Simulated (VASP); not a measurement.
CO2, 6 atoms in the cell. Symmetry: I-42d, No. 122, tetragonal system. Conventional cell: a = 4.579 Å, b = 4.579 Å, c = 6.715 Å, α = 90.00°, β = 90.00°, γ = 90.00°. C (site symmetry -4) has 4 O at 1.48 Å within 2.0 Å. O (site symmetry 2) has 2 C at 1.48 Å within 2.0 Å. 

| Item | Value |
| --- | --- |
| Program | VASP 6.6.1 |
| Task | single point |
| Functional | PBE |
| Potentials or basis | VASP PAW PBE potentials, release 64 (C, O) |
| Cutoff | 520 eV |
| k mesh | 6 × 6 × 6 |
| Occupations | gaussian, width 0.1 eV |
| Spin | no spin polarisation |
| Dipole correction | no |
| Further INCAR settings | ALGO = Normal; EDIFF = 1e-06; NBANDS = 25 |

Potentials or basis: VASP PAW PBE potentials, release 64 (C, O).

Command:

```sh
$ cat potpaw_PBE.64/C/POTCAR potpaw_PBE.64/O/POTCAR > POTCAR
$ mpirun -np 1 vasp_std > vasp.out
```

Hardware: 1 thread of Oxide Virtual Turin-like Processor (shared host).

Estimate the wall time of this run.

Wall time 100 s on 1 thread of Oxide Virtual Turin-like Processor, on a shared host, peak memory 0.16 GiB. Counts: scf iterations 13, k points 30.
